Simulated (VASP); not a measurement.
Input of a VASP 6.6.1 run:

Contents of POSCAR:

```
Li2ClF
1.0
    1.6438003704      0.9490485862      5.2637591382
   -1.6438003704      0.9490485862      5.2637591382
    0.0000000000     -1.8980971728      5.2637591381
F Cl Li
1 1 2
Direct
    1.0000000000      0.0000000000      0.0000000000
    0.5000000000      0.5000000000      0.5000000000
    0.2633593306      0.2633593306      0.2633593306
    0.7366406694      0.7366406694      0.7366406694
```

The input INCAR.step1:

```
SYSTEM = Li2ClF
  PREC = Accurate
  ENCUT = 520
  ISMEAR = 0
  SIGMA = 0.01
  LREAL = .False.
  LASPH = .True.
  NELM = 80
  NBANDS = 18
  GGA = PE
  ALGO = Normal
  EDIFF = 1E-4
  LWAVE = .True.
  LCHARG = .False.
```

INCAR.step2

```
SYSTEM = Li2ClF
  PREC = Accurate
  ENCUT = 520
  EDIFF = 1E-6
  ISMEAR = 0
  SIGMA = 0.01
  LREAL = .False.
  LASPH = .True.
  NELM = 80
  ALGO = Normal
  ISIF = 2
  LWAVE = .False.
  LCHARG = .False.
  METAGGA = R2SCAN
  LMIXTAU = .True.
  NBANDS = 18
  ISTART = 1
```

Contents of KPOINTS:

```
regular mesh
0
Gamma
  4 4 4
  0 0 0
```

Potentials or basis: VASP PAW PBE potentials, release 64 (F, Cl, Li_sv).

Run with:

```console
$ cat potpaw_PBE.64/F/POTCAR potpaw_PBE.64/Cl/POTCAR potpaw_PBE.64/Li_sv/POTCAR > POTCAR
$ cp INCAR.step1 INCAR
$ mpirun -np 1 vasp_std > vasp.out
$ cp INCAR.step2 INCAR
$ mpirun -np 1 vasp_std > vasp.out
```

(1) What does it give for the largest force?

(2) Predict the band gap on the k mesh.

Answers

(1) 0.011 eV/Å.

(2) 5.64 eV.

Caveat: the k points lie up to 0.56 Å⁻¹ apart; the PAW data sets were made with another functional, which shifts forces and pressure a little.
